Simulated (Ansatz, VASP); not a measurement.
## Mo: VASP beside Ansatz

The input INCAR:

```
  PREC = Accurate
  ENCUT = 520
  EDIFF = 1E-6
  ISMEAR = -1
  SIGMA = 0.1
  LREAL = F
  LASPH = T
  NELM = 60
  ALGO = Normal
  ISIF = 2
  LWAVE = F
  LCHARG = F
  NBANDS = 13
```

File KPOINTS:

```
regular mesh
0
Gamma
  23 23 23
```

The input POSCAR:

```
Mo
1.0
   -1.5970099460      1.5970099460      1.5970099460
    1.5970099460     -1.5970099460      1.5970099460
    1.5970099460      1.5970099460     -1.5970099460
Mo
1
Direct
    0.0000000000      0.0000000000      0.0000000000
```

Input for Ansatz:

```yaml
crystal:
  lattice:
    - [-1.597009946, 1.597009946, 1.597009946]
    - [1.597009946, -1.597009946, 1.597009946]
    - [1.597009946, 1.597009946, -1.597009946]
  atoms:
    - { symbol: Mo, position: [0.0, 0.0, 0.0] }
hamiltonian:
  xc: lda
  pseudopotentials:
    kind: paw
    azcp:
      Mo: "pseudopotentials/Mo.paw.azcp"
basis:
  ecutwfc: 420
  fft_grid_basis: typed
kpoints:
  mp_grid: { grid: [23, 23, 23], shift: [0, 0, 0] }
magnetization:
  spin_polarized: false
scf:
  occupations: { method: fermi_dirac, width: 0.1 }
output:
  stress: true
```

Alike in both runs: task single point; functional LDA; k mesh 23 × 23 × 23; occupations fermi-dirac, width 0.1 eV; no spin polarisation.

```csv
,VASP,Ansatz
version,VASP 6.6.1,Ansatz 0.2.0
potentials or method,"VASP PAW LDA potentials, release 64 (Mo_sv), cutoff 520 eV","plane waves (420 eV) with PAW, scalar-relativistic"
valence electrons in the cell,14,14
```

VASP gave:

| Quantity | Value |
| --- | --- |
| pressure (GPa) | -18.5 |

What did Ansatz give for the same quantities?

Pressure (GPa): -19.4.

Ansatz warns that its potentials were made for another functional, while VASP's fit it. LDA's correlation is that of Perdew and Zunger in VASP and of Perdew and Wang (1992) in Ansatz.
